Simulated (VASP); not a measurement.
Here is a VASP 6.6.1 calculation.

INCAR

```
  ALGO = Normal
  EDIFF = 1E-6
  ENCUT = 520
  GGA = PE
  ISIF = 2
  ISMEAR = -1
  LASPH = T
  LCHARG = F
  LREAL = F
  LWAVE = F
  NBANDS = 16
  NELM = 60
  PREC = Accurate
  SIGMA = 0.02
```

KPOINTS

```
k-points
0
Gamma
  8 8 8
```

The input POSCAR:

```
CuI
1.0
    0.0000000000      3.0120429050      3.0120429050
    3.0120429050      0.0000000000      3.0120429050
    3.0120429050      3.0120429050      0.0000000000
Cu I
1 1
Direct
    0.2500000000      0.2500000000      0.2500000000
    0.0000000000      0.0000000000      0.0000000000
```

Potentials or basis: VASP PAW PBE potentials, release 64 (Cu, I).

The run is started by

```sh
$ cat potpaw_PBE.64/Cu/POTCAR potpaw_PBE.64/I/POTCAR > POTCAR
$ mpirun -np 1 vasp_std > vasp.out
```

Problem. Predict the band gap on the k mesh.

Solution. 1.20 eV.

Problem. What does it give for the pressure?

Solution. 1.2 GPa.

Caveat: spin-orbit coupling is left out, which moves the levels of the heavy elements. PBE gaps usually lie below the measured ones, often by a third to a half.
